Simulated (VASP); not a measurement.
A run of VASP 6.6.1 is set up as follows.

File INCAR:

```
SYSTEM = Li12Cl3O4
ALGO     = Normal         ! electronic algorithm
EDIFF    = 1E-6           ! SCF threshold, eV
ENCUT    = 520            ! plane-wave cutoff, eV
GGA      = PS             ! functional
ISIF     = 2              ! what is computed and relaxed
ISMEAR   = 0              ! smearing method
LASPH    = .True.         ! aspherical terms in the spheres
LCHARG   = .False.        ! write CHGCAR
LREAL    = Auto         
LWAVE    = .False.        ! write WAVECAR
NBANDS   = 56             ! bands
NELECT   = 80.0         
NELM     = 60             ! most SCF steps
PREC     = Accurate       ! precision mode
SIGMA    = 0.05           ! smearing width, eV
```

The input KPOINTS:

```
k-points
0
Gamma
  4 4 4
  0 0 0
```

POSCAR

```
Li12Cl3O4
1.0
   -3.8395493761      3.8395493761      3.8395493761
    3.8395493761     -3.8395493761      3.8395493761
    3.8395493761      3.8395493761     -3.8395493761
Li Cl O
12 3 4
Direct
    0.5034334269      0.7516990192      0.7517340493
    0.0270396314      0.2501246646      0.7769153898
   -0.0000347697      0.7516987587      0.2482655923
    0.4732093071      0.2501247948      0.2230850332
    0.7501243552      0.5270391918      0.7769152595
    0.2516991984      0.0034336061      0.7517340493
    0.2516988077      0.4999653115      0.2482654621
    0.7501244854     -0.0267910346      0.2230851634
    0.7564933318      0.7411783835      0.4999999510
    0.2411784325      0.2564933807      0.5000002115
    0.2411776511      0.7411776022     -0.0153149483
    0.7564938527      0.2564939016      0.0153146878
   -0.1636522775      0.3363476735      0.4999999510
    0.0009364380      0.0009364380      0.0000002604
    0.5009366495      0.5009366495      0.0000002604
    0.4823146725      0.5139228088      0.4999998208
    0.0139227276     -0.0176854087      0.4999998208
    0.0139225974      0.5139226786      0.0316076154
    0.4823149330     -0.0176851483     -0.0316076154
```

Potentials or basis: VASP PAW PBE potentials, release 64 (Li_sv, Cl, O).

Launch:

```sh
$ cat potpaw_PBE.64/Li_sv/POTCAR potpaw_PBE.64/Cl/POTCAR potpaw_PBE.64/O/POTCAR > POTCAR
$ mpirun -np 1 vasp_std > vasp.out
```

Task: Predict the largest force.

Result: 1.285 eV/Å.

Forces in eV/Å, atoms in the order of the input:
```
Li   0.000 -0.008 -0.048
Li   0.000 -0.030 -0.078
Li   0.000  0.008 -0.048
Li   0.000  0.030 -0.078
Li  -0.030  0.000 -0.078
Li  -0.008  0.000 -0.048
Li   0.008  0.000 -0.048
Li   0.030  0.000 -0.078
Li  -0.116  0.116 -0.092
Li   0.116 -0.116 -0.092
Li  -0.116 -0.116 -0.092
Li   0.116  0.116 -0.092
Cl   0.000  0.000  1.285
Cl   0.000  0.000 -0.056
Cl   0.000  0.000 -0.056
O   -0.089  0.089 -0.075
O    0.089 -0.089 -0.075
O   -0.089 -0.089 -0.075
O    0.089  0.089 -0.075
```

Caveat: the cell carries a net charge on a neutralising background, which shifts energy and pressure; the PAW data sets were made with another functional, which shifts forces and pressure a little.
